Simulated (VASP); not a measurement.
# Au (Fm-3m) in VASP: further runs, part 2 of 2

VASP 6.6.1. The steps go on from the part before.

### Step 6. Single point, PBE

This run uses another cell than the first one, of 16.85 Å³/atom, 0.962 times its volume.

Contents of INCAR:

```
ALGO = Normal
EDIFF = 1E-6
ENCUT = 500
GGA = PE
GGA_COMPAT = False
ISIF = 2
ISMEAR = -1
LASPH = True
LCHARG = False
LREAL = False
LWAVE = False
NBANDS = 12
NELM = 120
PREC = Accurate
SIGMA = 0.04
```

Contents of KPOINTS:

```
k-points
0
Gamma
  4 4 4
```

Contents of POSCAR:

```
Au
1.0
    0.0000000000      2.0350000000      2.0350000000
    2.0350000000      0.0000000000      2.0350000000
    2.0350000000      2.0350000000      0.0000000000
Au
1
Direct
    0.0000000000      0.0000000000      0.0000000000
```

Potentials or basis: VASP PAW PBE potentials, release 64 (Au).

Command:

```sh
$ cat potpaw_PBE.64/Au/POTCAR > POTCAR
$ mpirun -np 1 vasp_std > vasp.out
```

OUTCAR:

```text
EDIFF = 1E-6
   ENCUT = 500
   GGA = PE
   ISIF = 2
   ISMEAR = -1
   LASPH = True
   LREAL = False
   NELM = 120
   PREC = Accurate

 ion  position               nearest neighbor table
   1  0.000  0.000  0.000-

  LATTYP: Found a face centered cubic cell.
 ALAT       =     4.0700000000

  Lattice vectors:

 A1 = (   0.0000000000,   2.0350000000,   2.0350000000)
 A2 = (   2.0350000000,   0.0000000000,   2.0350000000)
 A3 = (   2.0350000000,   2.0350000000,   0.0000000000)

Analysis of symmetry for initial positions (statically):
=====================================================================
 Subroutine PRICEL returns:
 Original cell was already a primitive cell.

 Routine SETGRP: Setting up the symmetry group for a
 face centered cubic supercell.

 Subroutine GETGRP returns: Found 48 space group operations
[... 9 lines left out ...]

 Routine SETGRP: Setting up the symmetry group for a
 face centered cubic supercell.

 Subroutine GETGRP returns: Found 48 space group operations
[... 11 lines left out ...]
                                     Primitive cell

  volume of cell :      16.8548

  direct lattice vectors                    reciprocal lattice vectors
     0.000000000  2.035000000  2.035000000    -0.245700246  0.245700246  0.245700246
     2.035000000  0.000000000  2.035000000     0.245700246 -0.245700246  0.245700246
     2.035000000  2.035000000  0.000000000     0.245700246  0.245700246 -0.245700246

  length of vectors
     2.877924599  2.877924599  2.877924599     0.425565309  0.425565309  0.425565309

  position of ions in fractional coordinates (direct lattice)
     0.000000000  0.000000000  0.000000000

  ion indices of the primitive-cell ions
   primitive index   ion index
                 1           1

----------------------------------------------------------------------------------------

 KPOINTS: k-points

Automatic generation of k-mesh.
 Grid dimensions read from file:
 generate k-points for:    4    4    4

 Generating k-lattice:

  Cartesian coordinates                     Fractional coordinates (reciprocal lattice)
    -0.061425061  0.061425061  0.061425061     0.250000000  0.000000000  0.000000000
     0.061425061 -0.061425061  0.061425061     0.000000000  0.250000000  0.000000000
     0.061425061  0.061425061 -0.061425061     0.000000000  0.000000000  0.250000000

  Length of vectors
     0.106391327  0.106391327  0.106391327

  Shift w.r.t. Gamma in fractional coordinates (k-lattice)
     0.000000000  0.000000000  0.000000000

 Subroutine IBZKPT returns following result:
 ===========================================

 Found      8 irreducible k-points:

 Following reciprocal coordinates:
            Coordinates               Weight
  0.000000  0.000000  0.000000      1.000000
  0.250000  0.000000  0.000000      8.000000
  0.500000  0.000000  0.000000      4.000000
  0.250000  0.250000  0.000000      6.000000
  0.500000  0.250000  0.000000     24.000000
 -0.250000  0.250000  0.000000     12.000000
  0.500000  0.500000  0.000000      3.000000
 -0.250000  0.500000  0.250000      6.000000
   k-points           NKPTS =      8   k-points in BZ     NKDIM =      8   number of bands    NBANDS=     12
   number of dos      NEDOS =    301   number of ions     NIONS =      1
   total plane-waves  NPLWV =  13824
   dimension x,y,z NGX =    24 NGY =   24 NGZ =   24
   dimension x,y,z NGXF=    48 NGYF=   48 NGZF=   48
   ions per type =               1
   NGX,Y,Z   is equivalent  to a cutoff of  13.86, 13.86, 13.86 a.u.
   NGXF,Y,Z  is equivalent  to a cutoff of  27.73, 27.73, 27.73 a.u.
 SYSTEM =  unknown system
   PREC   = accura    normal or accurate (medium, high low for compatibility)
   ISTART =      0    job   : 0-new  1-cont  2-samecut
   ICHARG =      2    charge: 1-file 2-atom 10-const
   ISPIN  =      1    spin polarized calculation?
   LNONCOLLINEAR =      F non collinear calculations
   LSORBIT =      F    spin-orbit coupling
   LASPH  =      T    aspherical Exc in radial PAW
   ENCUT  =  500.0 eV  36.75 Ry    6.06 a.u.   5.25  5.25  5.25*2*pi/ulx,y,z
   NELM   =    120;   NELMIN=  2; NELMDL= -5     # of ELM steps
   EDIFF  = 0.1E-05   stopping-criterion for ELM
   LREAL  =      F    real-space projection
   EDIFFG = 0.1E-04   stopping-criterion for IOM
   NSW    =      0    number of steps for IOM
   IBRION =     -1    ionic relax: 0-MD 1-quasi-New 2-CG
   NFREE  =      0    steps in history (QN), initial steepest desc. (CG)
   ISIF   =      2    stress and relaxation
   ISYM   =      2    0-nonsym 1-usesym 2-fastsym
   POTIM  = 0.5000    time-step for ionic-motion
   TEBEG  =    0.0;   TEEND  =   0.0 temperature during run
   PSTRESS=    0.0 pullay stress
   NELECT =      11.0000    total number of electrons
   NUPDOWN=      -1.0000    fix difference up-down
   EMIN   =  10.00;   EMAX   =-10.00  energy-range for DOS
   EFERMI =   0.00;   METHOD = LEGACY
   ISMEAR =    -1;   SIGMA  =   0.04  broadening in eV -4-tet -1-fermi 0-gaus
   EFERMI_NEDOS =   21; number of points for ismear=-14 and -15
   IALGO  =     38    algorithm
   IMIX   =      4    mixing-type and parameters
     AMIX     =   0.40;   BMIX     =  1.00
     AMIX_MAG =   1.60;   BMIX_MAG =  1.00
  volume/ion in A,a.u.               =      16.85       113.74
  Fermi-wavevector in a.u.,A,eV,Ry     =   1.420032  2.683470 27.436005  2.016489
  Thomas-Fermi vector in A             =   2.540990
   LORBIT       =      0    0 simple, 1 ext, 2 COOP (PROOUT), +10 PAW based schemes
   GGA     = PE    functional components
   LHFCALC =     F    Hartree Fock is set to
   AEXX    =    0.0000 exact exchange contribution
   IVDW    =     0    specifies the selected vdW correction
   LEPSILON=     F    determine dielectric tensor
   LRPA    =     F    only Hartree local field effects (RPA)
 non-spin polarized calculation
  energy-cutoff  :      500.00
  volume of cell :       16.85
 maximum number of plane-waves:       444
 NGX is ok and might be reduce to    24
   NGX = 11   NGY = 11   NGZ = 11

 number of electron      10.9999999 magnetization

 Free energy of the ion-electron system (eV)
  ---------------------------------------------------
  ext. energy  EPLUGINS =         0.00000000
  ---------------------------------------------------
  free energy    TOTEN  =        -2.97504326 eV

  energy without entropy =       -2.96990503  energy(sigma->0) =       -2.97247414

 E-fermi :  10.5645     XC(G=0): -12.7850

 val. band max:        9.3846684507   @ k =  -0.2500   0.2500   0.0000
 cond. band min:      10.6494084160   @ k =   0.5000   0.5000   0.0000
 fundamental gap:      1.2647399653
 Fermi energy:        10.5645452026

 k-point     1 :       0.0000    0.0000    0.0000
  band No.  band energies     occupation
      1      -0.3146      2.00000
      2       4.9062      2.00000
      3       4.9062      2.00000
      4       4.9062      2.00000
      5       6.4546      2.00000
      6       6.4546      2.00000
      7      24.1620      0.00000
      8      28.2329      0.00000
      9      28.2329      0.00000
     10      28.2329      0.00000
     11      33.1634      0.00000
     12      37.9346      0.00000

 k-point     2 :       0.2500    0.0000    0.0000
  band No.  band energies     occupation
      1       1.5002      2.00000
      2       4.7686      2.00000
      3       5.1907      2.00000
      4       5.1907      2.00000
      5       6.6199      2.00000
      6       6.6199      2.00000
      7      20.9084      0.00000
      8      25.2618      0.00000
      9      29.7503      0.00000
     10      29.7503      0.00000
     11      31.4926      0.00000
     12      32.7733      0.00000
[... 61 lines left out ...]
 k-point     7 :       0.5000    0.5000    0.0000
  band No.  band energies     occupation
      1       2.4916      2.00000
      2       2.8088      2.00000
      3       7.6334      2.00000
      4       8.0040      2.00000
      5       8.0040      2.00000
      6      10.6494      0.21403
      7      15.5251      0.00000
      8      19.7016      0.00000
      9      19.7016      0.00000
     10      26.9894      0.00000
     11      29.6272      0.00000
     12      37.1931      0.00000

 k-point     8 :      -0.2500    0.5000    0.2500
  band No.  band energies     occupation
      1       3.6096      2.00000
      2       4.4277      2.00000
      3       4.4277      2.00000
      4       6.2961      2.00000
      5       8.0061      2.00000
      6      14.4444      0.00000
      7      16.0019      0.00000
      8      16.0019      0.00000
      9      19.1594      0.00000
     10      32.4076      0.00000
     11      32.4076      0.00000
     12      34.1421      0.00000

------------------------ aborting loop because EDIFF is reached ----------------------------------------

  FORCE on cell =-STRESS in cart. coord.  units (eV):
  Direction    XX          YY          ZZ          XY          YZ          ZX
  --------------------------------------------------------------------------------------
  -------------------------------------------------------------------------------------
  Total        1.3734317      1.3734317      1.3734317      0.0000000     -0.0000000      0.0000000
  in kB      130.5552733    130.5552733    130.5552733      0.0000000     -0.0000000      0.0000000
  external PRESSURE =     130.5552733 kB  Pullay stress =       0.0000000 kB

 VOLUME and BASIS-vectors are now :
 -----------------------------------------------------------------------------
  energy-cutoff  :      500.00
  volume of cell :       16.85
      direct lattice vectors                 reciprocal lattice vectors
     0.000000000  2.035000000  2.035000000    -0.245700246  0.245700246  0.245700246
     2.035000000  0.000000000  2.035000000     0.245700246 -0.245700246  0.245700246
     2.035000000  2.035000000  0.000000000     0.245700246  0.245700246 -0.245700246

 POSITION                                       TOTAL-FORCE (eV/Angst)
 -----------------------------------------------------------------------------------
      0.00000      0.00000      0.00000         0.000000      0.000000      0.000000
 -----------------------------------------------------------------------------------
    total drift:                                0.000000      0.000000      0.000000

  FREE ENERGIE OF THE ION-ELECTRON SYSTEM (eV)
  ---------------------------------------------------
  free  energy   TOTEN  =        -2.9750432572 eV

  energy  without entropy=       -2.9699050271  energy(sigma->0) =       -2.97247414
```

OSZICAR:

```text
N       E                     dE             d eps       ncg     rms          rms(c)
DAV:   1     0.496607322892E+02    0.49661E+02   -0.53835E+03   192   0.777E+02
DAV:   2    -0.260729515961E+01   -0.52268E+02   -0.49757E+02   236   0.195E+02
DAV:   3    -0.324045859525E+01   -0.63316E+00   -0.63287E+00   220   0.196E+01
DAV:   4    -0.324268676777E+01   -0.22282E-02   -0.22281E-02   228   0.132E+00
DAV:   5    -0.324270350045E+01   -0.16733E-04   -0.16733E-04   220   0.111E-01    0.103E+01
DAV:   6    -0.299908908681E+01    0.24361E+00   -0.58837E-01   196   0.630E+00    0.642E+00
DAV:   7    -0.297768946607E+01    0.21400E-01   -0.82098E-02   216   0.235E+00    0.289E+00
DAV:   8    -0.297532648704E+01    0.23630E-02   -0.76689E-03   192   0.749E-01    0.569E-01
DAV:   9    -0.297504103703E+01    0.28545E-03   -0.66771E-04   216   0.214E-01    0.586E-02
DAV:  10    -0.297504299138E+01   -0.19543E-05   -0.13714E-05   220   0.304E-02    0.512E-03
DAV:  11    -0.297504325723E+01   -0.26585E-06   -0.22698E-07   112   0.420E-03
   1 F= -.29750433E+01 E0= -.29724741E+01  d E =-.513823E-02
```

Run time: 7.7 s. Hardware: 1 thread of AMD EPYC 7R13, shared host; peak memory 0.11 GiB.

Results:

```yaml
Free_energy: -2.9750 eV
Pressure: 13.1 GPa
```

Levels at points of the mesh, in eV from the Fermi level:
```
           k point  band 3  band 4  band 5  band 6  band 7  band 8  band 9  band 10
(0.00, 0.00, 0.00)   -5.66   -5.66   -4.11   -4.11   13.60   17.67   17.67    17.67
(0.50, 0.00, 0.00)   -5.70   -2.89   -2.89   -1.91    2.23   13.05   16.31    16.31
(0.50, 0.50, 0.00)   -2.93   -2.56   -2.56    0.08    4.96    9.14    9.14    16.42
```

Caveat: the k points lie up to 0.67 Å⁻¹ apart; spin-orbit coupling is left out, which moves the levels of the heavy elements.

### Step 7. The runs side by side

```tsv
level	potentials or basis	cell	k mesh	cutoff (eV)	smearing	grid for exact exchange (PRECFOCK)	second run	gap on the mesh (eV)	pressure (GPa)
B3LYP	VASP PAW PBE potentials, release 64 (Au)	a = 2.916 Å, angles 60.0°, 1 atom	6 × 6 × 6	520	fermi-dirac 0.05 eV	Normal	-	none	11.9
B3LYP	VASP PAW PBE potentials, release 64 (Au)	a = 2.934 Å, angles 60.0°, 1 atom	6 × 6 × 6	520	fermi-dirac 0.05 eV	Normal	-	none	8.6
r2SCAN+rVV10	VASP PAW PBE potentials, release 64 (Au_sv_GW)	a = 2.878 Å, angles 60.0°, 1 atom	11 × 11 × 11	550	fermi-dirac 0.05 eV	-	valence_matched	none	3.9
PBE	VASP PAW PBE potentials, release 64 (Au)	a = 2.878 Å, angles 60.0°, 1 atom	4 × 4 × 4	500	fermi-dirac 0.06 eV	-	-	none	13.2
PBE	VASP PAW PBE potentials, release 64 (Au)	a = 2.878 Å, angles 60.0°, 1 atom	4 × 4 × 4	500	fermi-dirac 0.04 eV	-	-	none	13.1
```

Alike in all rows: task single point; no spin polarisation.

Caveats: some runs use coarse meshes; spin-orbit coupling is left out, which moves the levels of the heavy elements; the PAW data sets were made with another functional, which shifts forces and pressure a little (some runs).

Total energies depend on the potentials used, so only differences within one code and one set of settings carry meaning.
